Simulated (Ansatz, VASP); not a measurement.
Two plane-wave programs on Ti

```
Ti
1.0
     0.00000    2.03000    2.03000
     2.03000    0.00000    2.03000
     2.03000    2.03000    0.00000
Ti
1
Direct
  0.00000 0.00000 0.00000
```

Alike in both runs: functional r2SCAN; k mesh 11 × 11 × 11; occupations fermi-dirac, width 0.05 eV; no spin polarisation.

|  | VASP | Ansatz |
| --- | --- | --- |
| version | VASP 6.6.1 | Ansatz 0.2.0 |
| potentials or method | VASP PAW PBE potentials, release 64 (Ti_sv) | Ansatz PAW |
| plane-wave cutoff (eV) | 520 | 500 |
| valence electrons in the cell | 12 | 12 |
| task | single point | band structure |

VASP gave:

| Item | Value |
| --- | --- |
| gap on the k mesh at the Fermi level (eV) | none |
| pressure (GPa) | 4.7 |

**Question.** What did Ansatz give for the same quantities?

**Answer.** gap on the k mesh at the Fermi level (eV): none; pressure (GPa): 4.2.

VASP's potentials were made for PBE, not for r2SCAN. A gap of «none» marks a metal or a gap that the smearing closes. With one functional, cell and mesh, what is left measures potentials, basis and numerics.
